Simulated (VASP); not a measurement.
Set up this calculation in VASP 6.6.1, as the native input.

* Task: single point
* Functional: PBE
* Potentials or basis: VASP PAW PBE potentials, release 64 (Mg)
* Cutoff: 520 eV
* k mesh: 15 × 15 × 8
* Occupations: fermi-dirac, width 0.1 eV
* Spin: no spin polarisation
* Dipole correction: no
* Further INCAR settings: ALGO = Normal; EDIFF = 1e-07; NBANDS = 9

The structure of Mg lies in POSCAR:

```
Mg
1.0
    2.8188120292      0.0000000000      0.0000000000
   -1.4094060146      2.4411628258      0.0000000000
    0.0000000000      0.0000000000      4.5356759186
Mg
2
Direct
    0.3333333333      0.6666666667      0.2500000000
    0.6666666667      0.3333333333      0.7500000000
```

One way to write it, as run:

INCAR

```
SYSTEM = Mg
PREC     = Accurate       ! precision mode
ENCUT    = 520            ! plane-wave cutoff, eV
EDIFF    = 1E-7           ! SCF threshold, eV
ISMEAR   = -1             ! smearing method
SIGMA    = 0.1            ! smearing width, eV
LREAL    = .FALSE.        ! projectors in reciprocal space
LASPH    = .TRUE.         ! aspherical terms in the spheres
NELM     = 100            ! most SCF steps
ALGO     = Normal         ! electronic algorithm
ISIF     = 2              ! what is computed and relaxed
LWAVE    = .FALSE.        ! write WAVECAR
LCHARG   = .FALSE.        ! write CHGCAR
GGA      = PE             ! functional
NBANDS   = 9              ! bands
```

KPOINTS

```
regular mesh
0
G
  15 15 8
  0 0 0
```

Potentials or basis: VASP PAW PBE potentials, release 64 (Mg).

The run is started by

```sh
$ cat potpaw_PBE.64/Mg/POTCAR > POTCAR
$ mpirun -np 1 vasp_std > vasp.out
```

It gave:

- Pressure: 29.8 GPa
- Band gap on the k mesh: zero (band 2 reaches 5.99 eV, above the bottom of band 3 at 3.87 eV)

Run time: 14 s on 1 thread of Intel(R) Xeon(R) Platinum 8559C (Emerald Rapids), on a shared host, peak memory 0.17 GiB.
